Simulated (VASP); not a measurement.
# MgZn3Te4 (P-4m2) in VASP: relaxation of cell and atoms with PBE

Aim: the relaxation of cell and atoms of MgZn3Te4 with PBE.

All numbers are computed with VASP 6.6.1; they aren't measurements. Logs are shortened: lines on timing, memory, paths and dates and some standing lists are left out, and cuts for length are marked.

### Step 1. The cell of the first run

Symmetry: P-4m2, No. 115, tetragonal system. The conventional cell has a = 4.432 Å, b = 4.432 Å, c = 12.488 Å, α = 90.00°, β = 90.00°, γ = 90.00°. Within 3.7 Å of Mg (site symmetry -4m2) lie 4 Te at 2.79 Å. Within 3.5 Å of Zn (site symmetry 2mm) lie 4 Te at 2.68 Å. Within 3.5 Å of Zn (site symmetry -4m2) lie 4 Te at 2.68 Å. Te (site symmetry 2mm) has 4 Zn at 2.68 Å within 3.5 Å. Te (site symmetry 2mm) has 2 Zn at 2.68 Å and 2 Mg at 2.79 Å within 3.5 Å.

### Step 2. Relaxation of cell and atoms, PBE

The input, INCAR:

```
SYSTEM = MgZn3Te4
ALGO     = Normal         ! electronic algorithm
EDIFF    = 1E-7           ! SCF threshold, eV
EDIFFG   = -0.01          ! ionic threshold
ENCUT    = 600            ! plane-wave cutoff, eV
GGA      = PE             ! functional
IBRION   = 2              ! ionic algorithm
ISIF     = 3              ! what is computed and relaxed
ISMEAR   = 0              ! smearing method
LASPH    = .TRUE.         ! aspherical terms in the spheres
LCHARG   = .FALSE.        ! write CHGCAR
LREAL    = .FALSE.        ! projectors in reciprocal space
LWAVE    = .FALSE.        ! write WAVECAR
NELM     = 60             ! most SCF steps
NSW      = 100            ! ionic steps
PREC     = Accurate       ! precision mode
SIGMA    = 0.02           ! smearing width, eV
```

The input, KPOINTS:

```
k-points
0
G
  6 6 4
  0 0 0
```

The input, POSCAR:

```
MgZn3Te4
1.0
    4.4323752269      0.0000000000      0.0000000000
    0.0000000000      4.4323752269      0.0000000000
    0.0000000000      0.0000000000     12.4876867900
Mg Zn Te
1 3 4
Direct
    0.5000000000      0.5000000000      0.0000000000
    0.0000000000      0.0000000000      0.7426657342
    0.5000000000      0.5000000000      0.5000000000
    0.0000000000      0.0000000000      0.2573342658
    0.5000000000      0.0000000000      0.3786868347
    0.0000000000      0.5000000000      0.1359575574
    0.5000000000      0.0000000000      0.8640424426
    0.0000000000      0.5000000000      0.6213131653
```

Potentials or basis: VASP PAW PBE potentials, release 64 (Mg, Zn, Te).

Run with:

```
> cat potpaw_PBE.64/Mg/POTCAR potpaw_PBE.64/Zn/POTCAR potpaw_PBE.64/Te/POTCAR > POTCAR
> mpirun -np 1 vasp_std > vasp.out
```

OUTCAR:

```text
SYSTEM = MgZn3Te4
   EDIFF = 1E-7
   EDIFFG = -0.01
   ENCUT = 600
   GGA = PE
   IBRION = 2
   ISIF = 3
   ISMEAR = 0
   LASPH = .TRUE.
   LREAL = .FALSE.
   NELM = 60
   NSW = 100
   PREC = Accurate

 ion  position               nearest neighbor table
   1  0.500  0.500  0.000-   6 2.79   7 2.79   7 2.79   6 2.79
   2  0.000  0.000  0.743-   8 2.68   8 2.68   7 2.68   7 2.68
   3  0.500  0.500  0.500-   5 2.68   8 2.68   5 2.68   8 2.68
   4  0.000  0.000  0.257-   5 2.68   5 2.68   6 2.68   6 2.68
   5  0.500  0.000  0.379-   3 2.68   3 2.68   4 2.68   4 2.68
   6  0.000  0.500  0.136-   4 2.68   4 2.68   1 2.79   1 2.79
   7  0.500  0.000  0.864-   2 2.68   2 2.68   1 2.79   1 2.79
   8  0.000  0.500  0.621-   3 2.68   3 2.68   2 2.68   2 2.68

  LATTYP: Found a simple tetragonal cell.
 ALAT       =     4.4323752269
 C/A-ratio  =     2.8173803324

  Lattice vectors:

 A1 = (   4.4323752269,   0.0000000000,   0.0000000000)
 A2 = (   0.0000000000,   4.4323752269,   0.0000000000)
 A3 = (   0.0000000000,   0.0000000000,  12.4876867900)

Analysis of symmetry for initial positions (statically):
=====================================================================
 Subroutine PRICEL returns:
 Original cell was already a primitive cell.

 Routine SETGRP: Setting up the symmetry group for a
 simple tetragonal supercell.

 Subroutine GETGRP returns: Found  8 space group operations
 (whereof  8 operations were pure point group operations)
 out of a pool of 16 trial point group operations.

The static configuration has the point symmetry D_2d.

Analysis of symmetry for dynamics (positions and initial velocities):
=====================================================================
 Subroutine PRICEL returns:
 Original cell was already a primitive cell.

 Routine SETGRP: Setting up the symmetry group for a
 simple tetragonal supercell.

 Subroutine GETGRP returns: Found  8 space group operations
 (whereof  8 operations were pure point group operations)
 out of a pool of 16 trial point group operations.

The dynamic configuration has the point symmetry D_2d.

 Subroutine INISYM returns: Found  8 space group operations
 (whereof  8 operations are pure point group operations),
 and found     1 'primitive' translations

----------------------------------------------------------------------------------------

                                     Primitive cell

  volume of cell :     245.3325

  direct lattice vectors                    reciprocal lattice vectors
     4.432375227  0.000000000  0.000000000     0.225612668  0.000000000  0.000000000
     0.000000000  4.432375227  0.000000000     0.000000000  0.225612668  0.000000000
     0.000000000  0.000000000 12.487686790     0.000000000  0.000000000  0.080078882

  length of vectors
     4.432375227  4.432375227 12.487686790     0.225612668  0.225612668  0.080078882

  position of ions in fractional coordinates (direct lattice)
     0.500000000  0.500000000  0.000000000
     0.000000000  0.000000000  0.742665734
     0.500000000  0.500000000  0.500000000
     0.000000000  0.000000000  0.257334266
     0.500000000  0.000000000  0.378686835
     0.000000000  0.500000000  0.135957557
     0.500000000  0.000000000  0.864042443
     0.000000000  0.500000000  0.621313165

  ion indices of the primitive-cell ions
   primitive index   ion index
                 1           1
                 2           2
                 3           3
                 4           4
                 5           5
                 6           6
                 7           7
                 8           8

----------------------------------------------------------------------------------------

 KPOINTS: k-points

Automatic generation of k-mesh.
 Grid dimensions read from file:
 generate k-points for:    6    6    4

 Generating k-lattice:

  Cartesian coordinates                     Fractional coordinates (reciprocal lattice)
     0.037602111  0.000000000  0.000000000     0.166666667  0.000000000  0.000000000
     0.000000000  0.037602111  0.000000000     0.000000000  0.166666667  0.000000000
     0.000000000  0.000000000  0.020019721     0.000000000  0.000000000  0.250000000

  Length of vectors
     0.037602111  0.037602111  0.020019721

  Shift w.r.t. Gamma in fractional coordinates (k-lattice)
     0.000000000  0.000000000  0.000000000

 Subroutine IBZKPT returns following result:
 ===========================================

 Found     30 irreducible k-points:

 Following reciprocal coordinates:
            Coordinates               Weight
  0.000000  0.000000  0.000000      1.000000
  0.166667  0.000000  0.000000      4.000000
  0.333333  0.000000  0.000000      4.000000
  0.500000  0.000000  0.000000      2.000000
  0.166667  0.166667  0.000000      4.000000
  0.333333  0.166667  0.000000      8.000000
[... 16 lines left out ...]
  0.333333  0.000000  0.500000      4.000000
  0.500000  0.000000  0.500000      2.000000
 [... further k-points ...]
   k-points           NKPTS =     30   k-points in BZ     NKDIM =     30   number of bands    NBANDS=     37
   number of dos      NEDOS =    301   number of ions     NIONS =      8
   total plane-waves  NPLWV = 129600
   dimension x,y,z NGX =    36 NGY =   36 NGZ =  100
   dimension x,y,z NGXF=    72 NGYF=   72 NGZF=  200
   ions per type =               1   3   4
   NGX,Y,Z   is equivalent  to a cutoff of  13.50, 13.50, 13.31 a.u.
   NGXF,Y,Z  is equivalent  to a cutoff of  27.01, 27.01, 26.63 a.u.
 SYSTEM =  MgZn3Te4
   PREC   = accura    normal or accurate (medium, high low for compatibility)
   ISTART =      0    job   : 0-new  1-cont  2-samecut
   ICHARG =      2    charge: 1-file 2-atom 10-const
   ISPIN  =      1    spin polarized calculation?
   LNONCOLLINEAR =      F non collinear calculations
   LSORBIT =      F    spin-orbit coupling
   LASPH  =      T    aspherical Exc in radial PAW
   ENCUT  =  600.0 eV  44.10 Ry    6.64 a.u.   8.85  8.85 24.94*2*pi/ulx,y,z
   NELM   =     60;   NELMIN=  2; NELMDL= -5     # of ELM steps
   EDIFF  = 0.1E-06   stopping-criterion for ELM
   LREAL  =      F    real-space projection
   EDIFFG = -.1E-01   stopping-criterion for IOM
   NSW    =    100    number of steps for IOM
   IBRION =      2    ionic relax: 0-MD 1-quasi-New 2-CG
   NFREE  =      1    steps in history (QN), initial steepest desc. (CG)
   ISIF   =      3    stress and relaxation
   ISYM   =      2    0-nonsym 1-usesym 2-fastsym
   POTIM  = 0.5000    time-step for ionic-motion
   TEBEG  =    0.0;   TEEND  =   0.0 temperature during run
   PSTRESS=    0.0 pullay stress
   NELECT =      62.0000    total number of electrons
   NUPDOWN=      -1.0000    fix difference up-down
   EMIN   =  10.00;   EMAX   =-10.00  energy-range for DOS
   EFERMI =   0.00;   METHOD = LEGACY
   ISMEAR =     0;   SIGMA  =   0.02  broadening in eV -4-tet -1-fermi 0-gaus
   EFERMI_NEDOS =   21; number of points for ismear=-14 and -15
   IALGO  =     38    algorithm
   IMIX   =      4    mixing-type and parameters
     AMIX     =   0.40;   BMIX     =  1.00
     AMIX_MAG =   1.60;   BMIX_MAG =  1.00
  volume/ion in A,a.u.               =      30.67       206.95
  Fermi-wavevector in a.u.,A,eV,Ry     =   1.035032  1.955927 14.575798  1.071291
  Thomas-Fermi vector in A             =   2.169356
   LORBIT       =      0    0 simple, 1 ext, 2 COOP (PROOUT), +10 PAW based schemes
   GGA     = PE    functional components
   LHFCALC =     F    Hartree Fock is set to
   AEXX    =    0.0000 exact exchange contribution
   IVDW    =     0    specifies the selected vdW correction
   LEPSILON=     F    determine dielectric tensor
   LRPA    =     F    only Hartree local field effects (RPA)
 conjugate gradient relaxation of ions
 non-spin polarized calculation
 Gauss-broadening in eV      SIGMA  =   0.02
  energy-cutoff  :      600.00
  volume of cell :      245.33
 maximum number of plane-waves:      8224
 NGX is ok and might be reduce to    36
   NGX = 17   NGY = 17   NGZ = 49

--------------------------------------- Ionic step        1  -------------------------------------------

 number of electron      62.0000001 magnetization

 Free energy of the ion-electron system (eV)
  ---------------------------------------------------
  ext. energy  EPLUGINS =         0.00000000
  ---------------------------------------------------
  free energy    TOTEN  =       -21.88569964 eV

  energy without entropy =      -21.88569964  energy(sigma->0) =      -21.88569964

------------------------ aborting loop because EDIFF is reached ----------------------------------------

  FORCE on cell =-STRESS in cart. coord.  units (eV):
  Direction    XX          YY          ZZ          XY          YZ          ZX
  --------------------------------------------------------------------------------------
  -------------------------------------------------------------------------------------
  Total        0.0128656      0.0128656      0.3932967      0.0000000      0.0000000      0.0000000
  in kB        0.0840204      0.0840204      2.5684783      0.0000000      0.0000000      0.0000000
  external PRESSURE =       0.9121730 kB  Pullay stress =       0.0000000 kB
[... 153 lines left out ...]
  energy  without entropy=      -21.8869850140  energy(sigma->0) =      -21.88698501

--------------------------------------- Ionic step        5  -------------------------------------------

 number of electron      61.9999996 magnetization

 Free energy of the ion-electron system (eV)
  ---------------------------------------------------
  ext. energy  EPLUGINS =         0.00000000
  ---------------------------------------------------
  free energy    TOTEN  =       -21.88710094 eV

  energy without entropy =      -21.88710094  energy(sigma->0) =      -21.88710094

 E-fermi :   2.6728     XC(G=0):  -8.4969

 val. band max:        2.5427196513   @ k =   0.0000   0.0000   0.0000
 cond. band min:       3.8215730938   @ k =   0.0000   0.0000   0.0000
 fundamental gap:      1.2788534425
 Fermi energy:         2.6728357458

 k-point     1 :       0.0000    0.0000    0.0000
  band No.  band energies     occupation
      1      -8.6841      2.00000
      2      -8.2535      2.00000
      3      -8.0766      2.00000
      4      -7.6341      2.00000
      5      -4.0472      2.00000
      6      -4.0472      2.00000
[... 949 lines left out ...]
     36       7.3363      0.00000
     37       7.3435      0.00000

 [... further k-points ...]

------------------------ aborting loop because EDIFF is reached ----------------------------------------

  FORCE on cell =-STRESS in cart. coord.  units (eV):
  Direction    XX          YY          ZZ          XY          YZ          ZX
  --------------------------------------------------------------------------------------
  -------------------------------------------------------------------------------------
  Total       -0.0210143     -0.0210143     -0.0007707      0.0000000     -0.0000000      0.0000000
  in kB       -0.1368875     -0.1368875     -0.0050206      0.0000000     -0.0000000      0.0000000
  external PRESSURE =      -0.0929319 kB  Pullay stress =       0.0000000 kB
[... 23 lines left out ...]
  FREE ENERGIE OF THE ION-ELECTRON SYSTEM (eV)
  ---------------------------------------------------
  free  energy   TOTEN  =       -21.8871009398 eV

  energy  without entropy=      -21.8871009398  energy(sigma->0) =      -21.88710094

 reached required accuracy - stopping structural energy minimisation
```

Wall time 30 min (1 thread of Oxide Virtual Turin-like, shared host); peak memory 0.56 GiB.

What came out:

- Free energy: -21.8871 eV
- Relaxed volume: 30.74 Å³/atom
- Relaxed cell: a = 4.423 Å, b = 4.423 Å, c = 12.575 Å, α = 90.00°, β = 90.00°, γ = 90.00°
- Space group after relaxing (to 0.1 Å): P-4m2 (No. 115)
- Energy gained by relaxing: 0.2 meV/atom
- Ionic steps: 5
- Pressure after relaxing: 0.0 GPa
- Largest force after relaxing: 0.004 eV/Å
- Band gap on the k mesh: 1.28 eV

Forces in eV/Å, atoms in the order of the input:
```
Mg   0.000  0.000  0.000
Zn   0.000  0.000  0.001
Zn   0.000  0.000  0.000
Zn   0.000  0.000 -0.001
Te   0.000  0.000 -0.001
Te   0.000  0.000  0.004
Te   0.000  0.000 -0.004
Te   0.000  0.000  0.001
```

The path:
| step | energy change (eV) | largest force (eV/Å) | pressure (GPa) | volume (Å³) |
| --- | --- | --- | --- | --- |
| 1 | 0.0000 | 0.0066 | 0.09 | 245.33 |
| 2 | -0.0007 | 0.0032 | -0.01 | 245.95 |
| 3 | -0.0008 | 0.0010 | -0.09 | 246.44 |
| 4 | -0.0013 | 0.0021 | -0.04 | 246.15 |
| 5 | -0.0014 | 0.0037 | -0.01 | 245.96 |

Final structure:
```yaml
crystal:
  lattice:
    - [4.42253, 0.00000, 0.00000]
    - [0.00000, 4.42253, 0.00000]
    - [0.00000, 0.00000, 12.57534]
  atoms:
    - { symbol: Mg, position: [0.50000, 0.50000, 0.00000] }
    - { symbol: Zn, position: [0.00000, 0.00000, 0.74264] }
    - { symbol: Zn, position: [0.50000, 0.50000, 0.50000] }
    - { symbol: Zn, position: [0.00000, 0.00000, 0.25736] }
    - { symbol: Te, position: [0.50000, 0.00000, 0.37873] }
    - { symbol: Te, position: [0.00000, 0.50000, 0.13588] }
    - { symbol: Te, position: [0.50000, 0.00000, 0.86412] }
    - { symbol: Te, position: [0.00000, 0.50000, 0.62127] }
```

Levels at points of the mesh, in eV from the valence-band top:
```
           k point  band 28  band 29  band 30  band 31  band 32  band 33  band 34  band 35
(0.00, 0.00, 0.00)    -0.91    -0.02     0.00     0.00     1.28     2.43     2.56     2.77
(0.50, 0.00, 0.00)    -0.75    -0.75    -0.71    -0.66     1.77     2.22     3.13     3.88
(0.50, 0.50, 0.00)    -1.85    -1.82    -1.82    -1.75     2.36     2.57     2.57     2.80
(0.00, 0.00, 0.50)    -0.50    -0.50    -0.23    -0.23     2.30     2.34     2.39     2.91
(0.50, 0.00, 0.50)    -0.77    -0.77    -0.77    -0.66     2.48     2.56     2.60     3.62
(0.50, 0.50, 0.50)    -2.07    -2.06    -1.95    -1.95     3.09     3.16     3.16     3.23
```

Caveat: spin-orbit coupling is left out, which moves the levels of the heavy elements. A k mesh can miss the band edges.
